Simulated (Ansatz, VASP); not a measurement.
**HfSi3W in VASP and in Ansatz**

```
CELL_PARAMETERS angstrom
5.08950 0.00000 0.00000
0.00000 6.53535 0.00000
0.00000 0.00000 5.06883
ATOMIC_POSITIONS crystal
Hf 0.00000 0.50000 0.53574
Hf 0.50000 0.00000 0.46426
Si 0.00000 0.67680 0.05602
Si 0.00000 0.32320 0.05602
Si 0.50000 0.17680 0.94398
Si 0.50000 0.82320 0.94398
Si 0.00000 0.00000 0.31943
Si 0.50000 0.50000 0.68057
W 0.00000 0.00000 0.80393
W 0.50000 0.50000 0.19607
```

Alike in both runs: functional PBE; k mesh 4 × 3 × 3; occupations gaussian, width 0.2 eV; no spin polarisation.

Ansatz relaxed the structure, and its values are those at the end. VASP's run is a single point on that final structure, the one shown.

```csv
,VASP,Ansatz
version,VASP 6.6.1,Ansatz 0.2.0
potentials or method,"VASP PAW PBE potentials, release 64 (Hf_pv, Si, W_sv), cutoff 500 eV","scalar-relativistic, plane waves, PAW"
valence electrons in the cell,72,104
```

|  | VASP | Ansatz | Ansatz less VASP |
| --- | --- | --- | --- |
| gap on the k mesh at the Fermi level (eV) | none | none | - |
| pressure (GPa) | -0.2 | -0.1 | +0.14 |
| rms of the force components (eV/Å) | 0.026 | 0.026 | -0.0002 |

A gap of «none» marks a metal or a gap that the smearing closes. VASP's potentials hold 72 valence electrons a cell and Ansatz's 104, so a difference there can come from the potentials and not from the codes.

The k mesh is coarse, so the values compare programs but aren't converged. Neither program's run includes spin-orbit coupling.
